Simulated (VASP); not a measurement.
A run of VASP 6.6.1:

The input POSCAR:

```
MnSe
1.0
    0.0000000000      2.9100000000      2.6772000000
    2.9100000000      0.0000000000      2.6772000000
    2.9100000000      2.9100000000      0.0000000000
Mn Se
1 1
Direct
    0.0000000000      0.0000000000      0.0000000000
    0.7500000000      0.7500000000      0.7500000000
```

INCAR.step1

```
SYSTEM = MnSe
ALGO = Normal ; EDIFF = 1E-4
ENCUT = 520 ; GGA = PE
ISMEAR = 0 ; ISPIN = 2
LASPH = .True. ; LCHARG = .False.
LMAXMIX = 4 ; LREAL = .False.
LWAVE = .True. ; MAGMOM = 4.8 0
NBANDS = 20 ; NELM = 150
PREC = Accurate ; SIGMA = 0.05
```

The input INCAR.step2:

```
SYSTEM = MnSe
ALGO = Normal ; EDIFF = 1E-6
ENCUT = 520 ; ISIF = 2
ISMEAR = 0 ; ISPIN = 2
ISTART = 1 ; LASPH = .True.
LCHARG = .False. ; LMAXMIX = 4
LMIXTAU = .True. ; LORBIT = 11
LREAL = .False. ; LWAVE = .False.
MAGMOM = 4.8 0 ; METAGGA = R2SCAN
NBANDS = 20 ; NELM = 150
PREC = Accurate ; SIGMA = 0.05
```

Contents of KPOINTS:

```
k-points
0
Gamma
  10 10 10
  0 0 0
```

Potentials or basis: VASP PAW PBE potentials, release 64 (Mn_pv, Se).

Command:

```console
$ cat potpaw_PBE.64/Mn_pv/POTCAR potpaw_PBE.64/Se/POTCAR > POTCAR
$ cp INCAR.step1 INCAR
$ mpirun -np 1 vasp_std > vasp.out
$ cp INCAR.step2 INCAR
$ mpirun -np 1 vasp_std > vasp.out
```

Hardware: 1 thread of Oxide Virtual Turin-like Processor, with other jobs on the host.

Problem. How long does it take, and how much memory?

Solution. Wall time 13 min on 1 thread of Oxide Virtual Turin-like Processor, on a shared host, peak memory 0.27 GiB. Counts: k points 102.
